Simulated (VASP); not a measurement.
Set up this calculation in VASP 6.6.1, as the native input.

- Task: single point
- Functional: r2SCAN
- Potentials or basis: VASP PAW PBE potentials, release 64 (Li_sv)
- Cutoff: 520 eV
- k mesh: 7 × 7 × 10
- Occupations: methfessel-paxton, width 0.1 eV
- Spin: no spin polarisation
- Dipole correction: no
- Further INCAR settings: ALGO = Normal; EDIFF = 1e-06; NBANDS = 12

Crystal: Li.

```
CELL_PARAMETERS angstrom
5.06962 0.00000 0.00000
-2.53481 4.39041 0.00000
0.00000 0.00000 2.95933
ATOMIC_POSITIONS crystal
Li 0.00000 0.00000 0.00000
Li 0.66667 0.33333 0.50000
Li 0.33333 0.66667 0.50000
```

This isn't the form of Li at room conditions, which is bcc.

These files were run (other wordings do the same):

POSCAR

```
Li
1.0
    5.0696214742      0.0000000000      0.0000000000
   -2.5348056151      4.3904136699      0.0000000000
    0.0000000000      0.0000000000      2.9593271392
Li
3
Direct
    0.0000000000      0.0000000000      0.0000000000
    0.6666666667      0.3333333333      0.5000000000
    0.3333333333      0.6666666667      0.5000000000
```

INCAR.step1

```
SYSTEM = Li
ALGO = Normal ; EDIFF = 1E-4
ENCUT = 520 ; GGA = PE
ISMEAR = 1 ; LASPH = .TRUE.
LCHARG = .FALSE. ; LREAL = .FALSE.
LWAVE = .TRUE. ; NBANDS = 12
NELM = 100 ; PREC = Accurate
SIGMA = 0.1
```

INCAR.step2

```
SYSTEM = Li
ALGO = Normal ; EDIFF = 1E-6
ENCUT = 520 ; ISIF = 2
ISMEAR = 1 ; ISTART = 1
LASPH = .TRUE. ; LCHARG = .FALSE.
LMIXTAU = .TRUE. ; LREAL = .FALSE.
LWAVE = .FALSE. ; METAGGA = R2SCAN
NBANDS = 12 ; NELM = 100
PREC = Accurate ; SIGMA = 0.1
```

KPOINTS

```
k-points
0
G
  7 7 10
  0 0 0
```

Potentials or basis: VASP PAW PBE potentials, release 64 (Li_sv).

Launch:

```bash
$ cat potpaw_PBE.64/Li_sv/POTCAR > POTCAR
$ cp INCAR.step1 INCAR
$ mpirun -np 1 vasp_std > vasp.out
$ cp INCAR.step2 INCAR
$ mpirun -np 1 vasp_std > vasp.out
```

It gave:

```
Band gap on the k mesh : zero (an odd number of electrons rules out a gap without spin polarisation)
```

Run time: 4.2 min on 1 thread of Intel Xeon 8259CL, with other jobs on the host, peak memory 0.2 GiB.
